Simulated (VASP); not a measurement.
# HfB (I4mm) in VASP: notebook, part 2 of 2

VASP 6.6.1. Earlier steps stand in the parts before.

### 3 Single point, PBE (shortest bond scaled by 0.94)

INCAR

```
PREC = Accurate ; ENCUT = 500
EDIFF = 1E-6 ; ISMEAR = -1
SIGMA = 0.05 ; LREAL = False
LASPH = True ; NELM = 120
ALGO = Normal ; ISIF = 2
LWAVE = False ; LCHARG = False
GGA = PE ; NBANDS = 14
GGA_COMPAT = False
```

KPOINTS

```
regular mesh
0
Gamma
  11 11 11
```

POSCAR

```
HfB
1.0
    0.0000000000      2.3100000000      2.3100000000
    2.3100000000      0.0000000000      2.3100000000
    2.3100000000      2.3100000000      0.0000000000
Hf B
1 1
Direct
    0.4850000000      0.4850000000      0.5150000000
    0.0150000000      0.0150000000     -0.0150000000
```

Potentials or basis: VASP PAW PBE potentials, release 64 (Hf_pv, B).

Command:

```bash
$ cat potpaw_PBE.64/Hf_pv/POTCAR potpaw_PBE.64/B/POTCAR > POTCAR
$ mpirun -np 1 vasp_std > vasp.out
```

OUTCAR:

```text
PREC = Accurate
   ENCUT = 500
   EDIFF = 1E-6
   ISMEAR = -1
   LREAL = False
   LASPH = True
   NELM = 120
   ISIF = 2
   GGA = PE

 ion  position               nearest neighbor table
   1  0.485  0.485  0.515-   2 2.17   2 2.31   2 2.31   2 2.31   2 2.31   2 2.45
   2  0.015  0.015  0.985-   1 2.17   1 2.31   1 2.31   1 2.31   1 2.31   1 2.45

  LATTYP: Found a face centered cubic cell.
 ALAT       =     4.6200000000

  Lattice vectors:

 A1 = (   0.0000000000,   2.3100000000,   2.3100000000)
 A2 = (   2.3100000000,   0.0000000000,   2.3100000000)
 A3 = (   2.3100000000,   2.3100000000,   0.0000000000)

Analysis of symmetry for initial positions (statically):
=====================================================================
 Subroutine PRICEL returns:
 Original cell was already a primitive cell.

 Routine SETGRP: Setting up the symmetry group for a
 face centered cubic supercell.

 Subroutine GETGRP returns: Found  8 space group operations
 (whereof  8 operations were pure point group operations)
 out of a pool of 48 trial point group operations.

The static configuration has the point symmetry C_4v.

Analysis of symmetry for dynamics (positions and initial velocities):
=====================================================================
 Subroutine PRICEL returns:
 Original cell was already a primitive cell.

 Routine SETGRP: Setting up the symmetry group for a
 face centered cubic supercell.

 Subroutine GETGRP returns: Found  8 space group operations
 (whereof  8 operations were pure point group operations)
 out of a pool of 48 trial point group operations.

The dynamic configuration has the point symmetry C_4v.

 Subroutine INISYM returns: Found  8 space group operations
 (whereof  8 operations are pure point group operations),
 and found     1 'primitive' translations

----------------------------------------------------------------------------------------

                                     Primitive cell

  volume of cell :      24.6528

  direct lattice vectors                    reciprocal lattice vectors
     0.000000000  2.310000000  2.310000000    -0.216450216  0.216450216  0.216450216
     2.310000000  0.000000000  2.310000000     0.216450216 -0.216450216  0.216450216
     2.310000000  2.310000000  0.000000000     0.216450216  0.216450216 -0.216450216

  length of vectors
     3.266833329  3.266833329  3.266833329     0.374902772  0.374902772  0.374902772

  position of ions in fractional coordinates (direct lattice)
     0.485000000  0.485000000  0.515000000
     0.015000000  0.015000000  0.985000000

  ion indices of the primitive-cell ions
   primitive index   ion index
                 1           1
                 2           2

----------------------------------------------------------------------------------------

 KPOINTS: regular mesh

Automatic generation of k-mesh.
 Grid dimensions read from file:
 generate k-points for:   11   11   11

 Generating k-lattice:

  Cartesian coordinates                     Fractional coordinates (reciprocal lattice)
    -0.019677292  0.019677292  0.019677292     0.090909091  0.000000000  0.000000000
     0.019677292 -0.019677292  0.019677292     0.000000000  0.090909091  0.000000000
     0.019677292  0.019677292 -0.019677292     0.000000000  0.000000000  0.090909091

  Length of vectors
     0.034082070  0.034082070  0.034082070

  Shift w.r.t. Gamma in fractional coordinates (k-lattice)
     0.000000000  0.000000000  0.000000000

 Subroutine IBZKPT returns following result:
 ===========================================

 Found    126 irreducible k-points:

 Following reciprocal coordinates:
            Coordinates               Weight
  0.000000  0.000000  0.000000      1.000000
  0.090909  0.000000  0.000000      8.000000
  0.181818  0.000000  0.000000      8.000000
  0.272727  0.000000  0.000000      8.000000
  0.363636  0.000000  0.000000      8.000000
  0.454545  0.000000  0.000000      8.000000
[... 16 lines left out ...]
 -0.181818  0.090909  0.000000      8.000000
  0.000000 -0.181818  0.090909     16.000000
 [... further k-points ...]
   k-points           NKPTS =    126   k-points in BZ     NKDIM =    126   number of bands    NBANDS=     14
   number of dos      NEDOS =    301   number of ions     NIONS =      2
   total plane-waves  NPLWV =  13824
   dimension x,y,z NGX =    24 NGY =   24 NGZ =   24
   dimension x,y,z NGXF=    48 NGYF=   48 NGZF=   48
   ions per type =               1   1
   NGX,Y,Z   is equivalent  to a cutoff of  12.21, 12.21, 12.21 a.u.
   NGXF,Y,Z  is equivalent  to a cutoff of  24.43, 24.43, 24.43 a.u.
 SYSTEM =  unknown system
   PREC   = accura    normal or accurate (medium, high low for compatibility)
   ISTART =      0    job   : 0-new  1-cont  2-samecut
   ICHARG =      2    charge: 1-file 2-atom 10-const
   ISPIN  =      1    spin polarized calculation?
   LNONCOLLINEAR =      F non collinear calculations
   LSORBIT =      F    spin-orbit coupling
   LASPH  =      T    aspherical Exc in radial PAW
   ENCUT  =  500.0 eV  36.75 Ry    6.06 a.u.   5.96  5.96  5.96*2*pi/ulx,y,z
   NELM   =    120;   NELMIN=  2; NELMDL= -5     # of ELM steps
   EDIFF  = 0.1E-05   stopping-criterion for ELM
   LREAL  =      F    real-space projection
   EDIFFG = 0.1E-04   stopping-criterion for IOM
   NSW    =      0    number of steps for IOM
   IBRION =     -1    ionic relax: 0-MD 1-quasi-New 2-CG
   NFREE  =      0    steps in history (QN), initial steepest desc. (CG)
   ISIF   =      2    stress and relaxation
   ISYM   =      2    0-nonsym 1-usesym 2-fastsym
   POTIM  = 0.5000    time-step for ionic-motion
   TEBEG  =    0.0;   TEEND  =   0.0 temperature during run
   PSTRESS=    0.0 pullay stress
   NELECT =      13.0000    total number of electrons
   NUPDOWN=      -1.0000    fix difference up-down
   EMIN   =  10.00;   EMAX   =-10.00  energy-range for DOS
[... 5 lines left out ...]
     AMIX     =   0.40;   BMIX     =  1.00
     AMIX_MAG =   1.60;   BMIX_MAG =  1.00
  volume/ion in A,a.u.               =      12.33        83.18
  Fermi-wavevector in a.u.,A,eV,Ry     =   1.322617  2.499383 23.800871  1.749315
  Thomas-Fermi vector in A             =   2.452285
   LORBIT       =      0    0 simple, 1 ext, 2 COOP (PROOUT), +10 PAW based schemes
   GGA     = PE    functional components
   LHFCALC =     F    Hartree Fock is set to
   AEXX    =    0.0000 exact exchange contribution
   IVDW    =     0    specifies the selected vdW correction
   LEPSILON=     F    determine dielectric tensor
   LRPA    =     F    only Hartree local field effects (RPA)
 non-spin polarized calculation
  energy-cutoff  :      500.00
  volume of cell :       24.65
 maximum number of plane-waves:       636
   NGX = 11   NGY = 11   NGZ = 11

 number of electron      13.0000000 magnetization

 Free energy of the ion-electron system (eV)
  ---------------------------------------------------
  ext. energy  EPLUGINS =         0.00000000
  ---------------------------------------------------
  free energy    TOTEN  =       -17.03924933 eV

  energy without entropy =      -17.03032348  energy(sigma->0) =      -17.03478640

 E-fermi :   5.1567     XC(G=0): -12.2964

 val. band max:        5.1510541954   @ k =   0.2727   0.1818   0.0000
 cond. band min:       5.2135150420   @ k =  -0.1818   0.0909   0.0000
 fundamental gap:      0.0624608465
 Fermi energy:         5.1566740867

 k-point     1 :       0.0000    0.0000    0.0000
  band No.  band energies     occupation
      1     -23.1961      2.00000
      2     -23.1703      2.00000
      3     -23.1703      2.00000
      4      -4.4340      2.00000
      5       6.9785      0.00000
      6       6.9785      0.00000
      7       7.3428      0.00000
      8       8.1013      0.00000
      9       9.3660      0.00000
     10       9.4855      0.00000
     11       9.4855      0.00000
     12      10.4688      0.00000
     13      16.7584      0.00000
     14      18.0636      0.00000
[... 375 lines left out ...]
 k-point    24 :       0.0000   -0.1818    0.0909
  band No.  band energies     occupation
      1     -23.4867      2.00000
      2     -23.2531      2.00000
      3     -23.2016      2.00000
      4      -3.0282      2.00000
      5       4.4727      2.00000
      6       5.2321      0.36209
      7       5.2876      0.13590
      8       8.2310      0.00000
      9       9.6154      0.00000
     10      10.6751      0.00000
     11      13.0448      0.00000
     12      15.5342      0.00000
     13      18.9001      0.00000
     14      19.9376      0.00000

 [... further k-points ...]
[... 5 lines left out ...]
  --------------------------------------------------------------------------------------
  -------------------------------------------------------------------------------------
  Total        4.5849100      4.5849100      5.6181989      0.0000000      0.0000000      0.0000000
  in kB      297.9720047    297.9720047    365.1251581      0.0000000      0.0000000      0.0000000
  external PRESSURE =     320.3563892 kB  Pullay stress =       0.0000000 kB

 VOLUME and BASIS-vectors are now :
 -----------------------------------------------------------------------------
  energy-cutoff  :      500.00
  volume of cell :       24.65
      direct lattice vectors                 reciprocal lattice vectors
     0.000000000  2.310000000  2.310000000    -0.216450216  0.216450216  0.216450216
     2.310000000  0.000000000  2.310000000     0.216450216 -0.216450216  0.216450216
     2.310000000  2.310000000  0.000000000     0.216450216  0.216450216 -0.216450216

 POSITION                                       TOTAL-FORCE (eV/Angst)
 -----------------------------------------------------------------------------------
      2.31000      2.31000      2.24070         0.000000      0.000000      1.675447
      2.31000      2.31000      0.06930         0.000000      0.000000     -1.675447
 -----------------------------------------------------------------------------------
    total drift:                               -0.000000     -0.000000      0.000099

  FREE ENERGIE OF THE ION-ELECTRON SYSTEM (eV)
  ---------------------------------------------------
  free  energy   TOTEN  =       -17.0392493327 eV

  energy  without entropy=      -17.0303234754  energy(sigma->0) =      -17.03478640
```

OSZICAR:

```text
N       E                     dE             d eps       ncg     rms          rms(c)
DAV:   1     0.222473340644E+02    0.22247E+02   -0.68312E+03  3552   0.845E+02
DAV:   2    -0.177242108268E+02   -0.39972E+02   -0.37984E+02  4416   0.192E+02
DAV:   3    -0.187045765998E+02   -0.98037E+00   -0.97570E+00  4422   0.208E+01
DAV:   4    -0.187079678117E+02   -0.33912E-02   -0.33910E-02  4136   0.151E+00
DAV:   5    -0.187079850733E+02   -0.17262E-04   -0.17261E-04  4446   0.970E-02    0.665E+01
DAV:   6    -0.171059613107E+02    0.16020E+01   -0.26662E+00  4290   0.100E+01    0.419E+01
DAV:   7    -0.170717306251E+02    0.34231E-01   -0.81943E-01  4740   0.571E+00    0.966E+00
DAV:   8    -0.170391275079E+02    0.32603E-01   -0.10654E-01  3870   0.196E+00    0.110E+00
DAV:   9    -0.170392700309E+02   -0.14252E-03   -0.55120E-03  4536   0.533E-01    0.169E-01
DAV:  10    -0.170392501787E+02    0.19852E-04   -0.16084E-04  3930   0.865E-02    0.401E-02
DAV:  11    -0.170392492862E+02    0.89245E-06   -0.12307E-05  4452   0.243E-02    0.912E-03
DAV:  12    -0.170392493327E+02   -0.46490E-07   -0.38080E-07  3084   0.540E-03
   1 F= -.17039249E+02 E0= -.17034786E+02  d E =-.892586E-02
```

Run time: 14 s. Hardware: 1 thread of AMD EPYC 9R45 (Zen 5), shared host; peak memory 0.14 GiB.

What came out:

```
Free energy   : -17.0392 eV
Pressure      : 32.0 GPa
Largest force : 1.675 eV/Å
```

Forces in eV/Å, atoms in the order of the input:
```
Hf   0.000  0.000  1.675
B    0.000  0.000 -1.675
```

Stress tensor (GPa, compression positive):
```
29.80  0.00  0.00
 0.00 29.80  0.00
 0.00  0.00 36.51
```

Levels at points of the mesh, in eV from the Fermi level:
| k point | band 3 | band 4 | band 5 | band 6 | band 7 | band 8 | band 9 | band 10 | band 11 | band 12 |
| --- | --- | --- | --- | --- | --- | --- | --- | --- | --- | --- |
| (0.00, 0.00, 0.00) | -28.33 | -9.59 | 1.82 | 1.82 | 2.19 | 2.94 | 4.21 | 4.33 | 4.33 | 5.31 |

Caveat: the cell differs from its parent crystal (shortest bond scaled by 0.94); spin-orbit coupling is left out, which moves the levels of the heavy elements; forces of over 1 eV/Å act on the atoms, so gaps and moduli don't describe the material at rest.

### 4 Single point, PBE (shortest bond scaled by 0.82)

INCAR

```
  ALGO = Normal
  EDIFF = 1E-6
  ENCUT = 500
  GGA = PE
  GGA_COMPAT = F
  ISIF = 2
  ISMEAR = -1
  LASPH = T
  LCHARG = T
  LELF = T
  LREAL = F
  LVHAR = T
  LWAVE = F
  NBANDS = 14
  NELM = 120
  PREC = Accurate
  SIGMA = 0.05
```

KPOINTS

```
k-points
0
Gamma
  11 11 11
```

POSCAR

```
HfB
1.0
    0.0000000000      2.3100000000      2.3100000000
    2.3100000000      0.0000000000      2.3100000000
    2.3100000000      2.3100000000      0.0000000000
Hf B
1 1
Direct
    0.4550000000      0.4550000000      0.5450000000
    0.0450000000      0.0450000000     -0.0450000000
```

Command:

```bash
$ cat potpaw_PBE.64/Hf_pv/POTCAR potpaw_PBE.64/B/POTCAR > POTCAR
$ mpirun -np 1 vasp_std > vasp.out
```

Wall time 16 s (1 thread of AMD EPYC 9R45 (Zen 5), shared host); peak memory 0.13 GiB.

The run converged. Its results:

```yaml
Free_energy: -15.8622 eV
Pressure: 44.1 GPa
Largest_force: 7.412 eV/Å
```

Forces on the atoms (eV/Å):
```
Hf   0.000  0.000  7.412
B    0.000  0.000 -7.412
```

Stress tensor (GPa, compression positive):
```
25.01  0.00  0.00
 0.00 25.01  0.00
 0.00  0.00 82.14
```

Levels at points of the mesh, in eV from the Fermi level:
| k point | band 2 | band 3 | band 4 | band 5 | band 6 | band 7 | band 8 | band 9 | band 10 | band 11 |
| --- | --- | --- | --- | --- | --- | --- | --- | --- | --- | --- |
| (0.00, 0.00, 0.00) | -28.37 | -28.37 | -9.51 | 0.38 | 0.38 | 1.20 | 2.25 | 4.25 | 6.08 | 6.08 |

Caveat: the cell differs from its parent crystal (shortest bond scaled by 0.82); spin-orbit coupling is left out, which moves the levels of the heavy elements; forces of over 1 eV/Å act on the atoms, so gaps and moduli don't describe the material at rest.
